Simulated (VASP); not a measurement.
# Nb (Fm-3m) in VASP: further runs, part 2 of 2

VASP 6.6.1.

## 5. Relaxation of cell and atoms, RPBE, target pressure 10 GPa, at which the enthalpy is minimised

This run uses another cell than the first one, of 18.39 Å³/atom.

INCAR reads:

```
SYSTEM = Nb
ALGO     = Normal         ! electronic algorithm
EDIFF    = 1E-7           ! SCF threshold, eV
EDIFFG   = -0.02          ! ionic threshold
ENCUT    = 500            ! plane-wave cutoff, eV
GGA      = RP             ! functional
GGA_COMPAT= .FALSE.      
IBRION   = 2              ! ionic algorithm
ISIF     = 3              ! what is computed and relaxed
ISMEAR   = 0              ! smearing method
LASPH    = .TRUE.         ! aspherical terms in the spheres
LCHARG   = .FALSE.        ! write CHGCAR
LREAL    = .FALSE.        ! projectors in reciprocal space
LWAVE    = .FALSE.        ! write WAVECAR
NELM     = 120            ! most SCF steps
NELMIN   = 4            
NSW      = 80             ! ionic steps
PREC     = Accurate       ! precision mode
PSTRESS  = 100.0        
SIGMA    = 0.1            ! smearing width, eV
```

KPOINTS reads:

```
k-points
0
G
  9 9 9
  0 0 0
```

POSCAR reads:

```
Nb
1.0
    0.0000000000      2.0950000000      2.0950000000
    2.0950000000      0.0000000000      2.0950000000
    2.0950000000      2.0950000000      0.0000000000
Nb
1
Direct
    0.0000000000      0.0000000000      0.0000000000
```

Potentials or basis: VASP PAW PBE potentials, release 64 (Nb_sv).

The run is started by

```sh
cat potpaw_PBE.64/Nb_sv/POTCAR > POTCAR
mpirun -np 1 vasp_std > vasp.out
```

OUTCAR:

```text
SYSTEM = Nb
   EDIFF = 1E-7
   EDIFFG = -0.02
   ENCUT = 500
   GGA = RP
   IBRION = 2
   ISIF = 3
   ISMEAR = 0
   LASPH = .TRUE.
   LREAL = .FALSE.
   NELM = 120
   NELMIN = 4
   NSW = 80
   PREC = Accurate
   PSTRESS = 100.0

 ion  position               nearest neighbor table
   1  0.000  0.000  0.000-

  LATTYP: Found a face centered cubic cell.
 ALAT       =     4.1900000000

  Lattice vectors:

 A1 = (   0.0000000000,   2.0950000000,   2.0950000000)
 A2 = (   2.0950000000,   0.0000000000,   2.0950000000)
 A3 = (   2.0950000000,   2.0950000000,   0.0000000000)

Analysis of symmetry for initial positions (statically):
=====================================================================
 Subroutine PRICEL returns:
 Original cell was already a primitive cell.

 Routine SETGRP: Setting up the symmetry group for a
 face centered cubic supercell.

 Subroutine GETGRP returns: Found 48 space group operations
 (whereof 48 operations were pure point group operations)
 out of a pool of 48 trial point group operations.

The static configuration has the point symmetry O_h .

Analysis of symmetry for dynamics (positions and initial velocities):
=====================================================================
 Subroutine PRICEL returns:
 Original cell was already a primitive cell.

 Routine SETGRP: Setting up the symmetry group for a
 face centered cubic supercell.

 Subroutine GETGRP returns: Found 48 space group operations
 (whereof 48 operations were pure point group operations)
 out of a pool of 48 trial point group operations.

The dynamic configuration has the point symmetry O_h .

 Subroutine INISYM returns: Found 48 space group operations
 (whereof 48 operations are pure point group operations),
 and found     1 'primitive' translations

----------------------------------------------------------------------------------------

                                     Primitive cell
[... 125 lines left out ...]
 maximum number of plane-waves:       483
 NGX is ok and might be reduce to    24
   NGX = 11   NGY = 11   NGZ = 11

--------------------------------------- Ionic step        1  -------------------------------------------

 number of electron      13.0000001 magnetization

 Free energy of the ion-electron system (eV)
  ---------------------------------------------------
  ext. energy  EPLUGINS =         0.00000000
  ---------------------------------------------------
  free energy    TOTEN  =        -9.37050125 eV

  energy without entropy =       -9.36137054  energy(sigma->0) =       -9.36593589

------------------------ aborting loop because EDIFF is reached ----------------------------------------

  FORCE on cell =-STRESS in cart. coord.  units (eV):
  Direction    XX          YY          ZZ          XY          YZ          ZX
  --------------------------------------------------------------------------------------
  -------------------------------------------------------------------------------------
  Total        0.8270584      0.8270584      0.8270584      0.0000000     -0.0000000      0.0000000
  in kB       72.0550907     72.0550907     72.0550907      0.0000000     -0.0000000      0.0000000
  external PRESSURE =     -27.9449093 kB  Pullay stress =     100.0000000 kB
[... 61 lines left out ...]
--------------------------------------- Ionic step        3  -------------------------------------------

 number of electron      13.0000000 magnetization

 Free energy of the ion-electron system (eV)
  ---------------------------------------------------
  ext. energy  EPLUGINS =         0.00000000
  ---------------------------------------------------
  free energy    TOTEN  =        -9.35614022 eV

  energy without entropy =       -9.34638809  energy(sigma->0) =       -9.35126416

 E-fermi :  11.5146     XC(G=0): -12.4090

 val. band max:       11.4576677852   @ k =   0.4444   0.0000   0.0000
 cond. band min:      11.5300598786   @ k =  -0.4444   0.2222   0.0000
 fundamental gap:      0.0723920934
 Fermi energy:        11.5146046257

 k-point     1 :       0.0000    0.0000    0.0000
  band No.  band energies     occupation
      1     -43.2667      2.00000
      2     -18.5855      2.00000
      3     -18.5855      2.00000
      4     -18.5855      2.00000
      5       5.2338      2.00000
      6      11.6079      0.18681
      7      11.6079      0.18680
      8      11.6079      0.18680
      9      14.3327      0.00000
     10      14.3327      0.00000
[... 287 lines left out ...]
 k-point    24 :       0.4444    0.4444    0.0000
  band No.  band energies     occupation
      1     -42.9810      2.00000
      2     -19.7840      2.00000
      3     -19.0397      2.00000
      4     -19.0397      2.00000
      5       7.3801      2.00000
      6       8.1151      2.00000
      7      14.8996      0.00000
      8      16.2939      0.00000
      9      16.6011      0.00000
     10      16.6011      0.00000

 [... further k-points ...]

------------------------ aborting loop because EDIFF is reached ----------------------------------------

  FORCE on cell =-STRESS in cart. coord.  units (eV):
  Direction    XX          YY          ZZ          XY          YZ          ZX
  --------------------------------------------------------------------------------------
  -------------------------------------------------------------------------------------
  Total        1.1280110      1.1280110      1.1280110     -0.0000000      0.0000000     -0.0000000
  in kB       99.7306214     99.7306214     99.7306214     -0.0000000      0.0000000     -0.0000000
  external PRESSURE =      -0.2693786 kB  Pullay stress =     100.0000000 kB
[... 20 lines left out ...]
  energy  without entropy=       -9.3463880938  energy(sigma->0) =       -9.35126416

  enthalpy is  TOTEN    =        -8.2250824242 eV   P V=        1.1310577992

 reached required accuracy - stopping structural energy minimisation
```

CONTCAR:

```text
Nb
   1.00000000000000
     0.0000000000000000    2.0847555011305903    2.0847555011305903
     2.0847555011305903   -0.0000000000000000    2.0847555011305903
     2.0847555011305903    2.0847555011305903    0.0000000000000000
  Nb
     1
Direct
     0.0000000000000000    0.0000000000000000    0.0000000000000000

  0.00000000E+00  0.00000000E+00  0.00000000E+00
```

It took 13 s on 1 thread of Intel Xeon Platinum 8488C (Sapphire Rapids), shared host; peak memory 0.14 GiB.

Results:

```yaml
Free_energy: -9.3561 eV
Relaxed_volume: 18.12 Å³/atom
Relaxed_cell: a = 2.948 Å, b = 2.948 Å, c = 2.948 Å, α = 60.00°, β = 60.00°, γ = 60.00°
Space_group_after_relaxing_to_0.1_Å: Fm-3m (No. 225)
Energy_change_on_relaxing_the_run_minimises_the_enthalpy: +14.4 meV/atom
Ionic_steps: 3
Pressure_after_relaxing: 10.0 GPa
Band_gap_on_the_k_mesh: zero (an odd number of electrons rules out a gap without spin polarisation)
```

Step by step:
```csv
step,energy change (eV),largest force (eV/Å),pressure (GPa),volume (Å³)
1,0.0000,0.0000,7.21,18.39
2,0.0612,0.0000,16.39,17.55
3,0.0144,0.0000,9.97,18.12
```

Final structure:
```
Nb
1.0
     0.00000    2.08476    2.08476
     2.08476    0.00000    2.08476
     2.08476    2.08476    0.00000
Nb
1
Direct
  0.00000 0.00000 0.00000
```

Levels at points of the mesh, in eV from the Fermi level:
```csv
k point,band 3,band 4,band 5,band 6,band 7,band 8,band 9,band 10
"(0.00, 0.00, 0.00)",-30.10,-30.10,-6.28,0.09,0.09,0.09,2.82,2.82
```

Caveat: the cell is relaxed towards a set pressure, so the run minimises the enthalpy, not the energy; the PAW data sets were made with another functional, which shifts forces and pressure a little.

## 6. Relaxation of cell and atoms, RPBE, target pressure 20 GPa, at which the enthalpy is minimised

This run uses another cell than the first one, of 18.39 Å³/atom.

INCAR reads:

```
SYSTEM = Nb
PREC     = Accurate       ! precision mode
ENCUT    = 500            ! plane-wave cutoff, eV
EDIFF    = 1E-7           ! SCF threshold, eV
ISMEAR   = 0              ! smearing method
SIGMA    = 0.1            ! smearing width, eV
LREAL    = .False.        ! projectors in reciprocal space
LASPH    = .True.         ! aspherical terms in the spheres
NELM     = 120            ! most SCF steps
ALGO     = Normal         ! electronic algorithm
ISIF     = 3              ! what is computed and relaxed
LWAVE    = .False.        ! write WAVECAR
LCHARG   = .False.        ! write CHGCAR
GGA      = RP             ! functional
IBRION   = 2              ! ionic algorithm
NSW      = 80             ! ionic steps
EDIFFG   = -0.02          ! ionic threshold
PSTRESS  = 200.0        
GGA_COMPAT= .False.      
NELMIN   = 4
```

KPOINTS reads:

```
regular mesh
0
Gamma
  9 9 9
  0 0 0
```

POSCAR is that of step 5.

Potentials or basis: VASP PAW PBE potentials, release 64 (Nb_sv).

The run is started by

```sh
cat potpaw_PBE.64/Nb_sv/POTCAR > POTCAR
mpirun -np 1 vasp_std > vasp.out
```

Run time: 20 s. Hardware: 1 thread of Intel Xeon Platinum 8488C (Sapphire Rapids), shared host; peak memory 0.14 GiB.

The run converged. Its results:

```
Free energy                                                : -9.2761 eV
Relaxed volume                                             : 17.26 Å³/atom
Relaxed cell                                               : a = 2.901 Å, b = 2.901 Å, c = 2.901 Å, α = 60.00°, β = 60.00°, γ = 60.00°
Space group after relaxing (to 0.1 Å)                      : Fm-3m (No. 225)
Energy change on relaxing (the run minimises the enthalpy) : +94.4 meV/atom
Ionic steps                                                : 4
Pressure after relaxing                                    : 20.0 GPa
Band gap on the k mesh                                     : zero (an odd number of electrons rules out a gap without spin polarisation)
```

The path:
```tsv
step	energy change (eV)	largest force (eV/Å)	pressure (GPa)	volume (Å³)
1	0.0000	0.0000	7.21	18.39
2	0.6987	0.0000	61.55	14.75
3	0.0887	0.0000	19.38	17.30
4	0.0944	0.0000	19.96	17.26
```

Final structure:
```
Nb
1.0
     0.00000    2.05103    2.05103
     2.05103    0.00000    2.05103
     2.05103    2.05103    0.00000
Nb
1
Direct
  0.00000 0.00000 0.00000
```

Levels at points of the mesh, in eV from the Fermi level:
| k point | band 4 | band 5 | band 6 | band 7 | band 8 | band 9 |
| --- | --- | --- | --- | --- | --- | --- |
| (0.00, 0.00, 0.00) | -29.95 | -6.40 | 0.04 | 0.04 | 0.04 | 2.96 |

Caveat: the cell is relaxed towards a set pressure, so the run minimises the enthalpy, not the energy; the PAW data sets were made with another functional, which shifts forces and pressure a little.

## 7. Overview

```csv
task,cell,gap on the mesh (eV),pressure (GPa)
single point,"a = 3.007 Å, angles 60.0°, 1 atom",none,-0.4
relaxation of cell and atoms,"relaxed from a = 2.963 Å, angles 60.0°, 1 atom",none,-0.1
relaxation of cell and atoms,"relaxed to 5 GPa from a = 2.963 Å, angles 60.0°, 1 atom",none,5.0
relaxation of cell and atoms,"relaxed to 10 GPa from a = 2.963 Å, angles 60.0°, 1 atom",none,10.0
relaxation of cell and atoms,"relaxed to 20 GPa from a = 2.963 Å, angles 60.0°, 1 atom",none,20.0
```

Alike in all rows: level RPBE; potentials or basis VASP PAW PBE potentials, release 64 (Nb_sv); no spin polarisation; k mesh 9 × 9 × 9; cutoff (eV) 500; smearing gaussian 0.1 eV.

Caveats: the PAW data sets were made with another functional, which shifts forces and pressure a little; the cell is relaxed towards a set pressure, so the run minimises the enthalpy, not the energy (at least some runs).

Total energies depend on the potentials used, so only differences within one code and one set of settings carry meaning.
